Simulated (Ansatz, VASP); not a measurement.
Two plane-wave programs on Si5O

```
CELL_PARAMETERS angstrom
0.00000 3.51526 3.51526
3.51526 0.00000 3.51526
3.51526 3.51526 0.00000
ATOMIC_POSITIONS crystal
Si 0.75000 0.75000 0.75000
Si 0.37397 0.37397 0.87810
Si 0.37397 0.87810 0.37397
Si 0.37397 0.37397 0.37397
Si 0.87810 0.37397 0.37397
O 0.00000 0.00000 0.00000
```

Change from the starting cell: species swapped into the DyCu5 type (F-43m, No. 216).

Alike in both runs: functional PBE; k mesh 10 × 10 × 10; occupations gaussian, width 0.1 eV; no spin polarisation.

Ansatz relaxed the structure, and its values are those at the end. VASP's run is a single point on that final structure, the one shown.

|  | VASP | Ansatz |
| --- | --- | --- |
| version | VASP 6.6.1 | Ansatz 0.2.0 |
| potentials or method | VASP PAW PBE potentials, release 64 (Si, O), cutoff 520 eV | scalar-relativistic, plane waves, PAW |
| valence electrons in the cell | 26 | 26 |

VASP gave:

* gap on the k mesh at the Fermi level (eV): none
* pressure (GPa): -0.1

**Question.** Estimate Ansatz's values.

**Answer.** gap on the k mesh at the Fermi level (eV): none; pressure (GPa): 0.0.

A gap of «none» marks a metal or a gap that the smearing closes. The functional is the same, so the differences come from potentials, cutoffs and numerics.
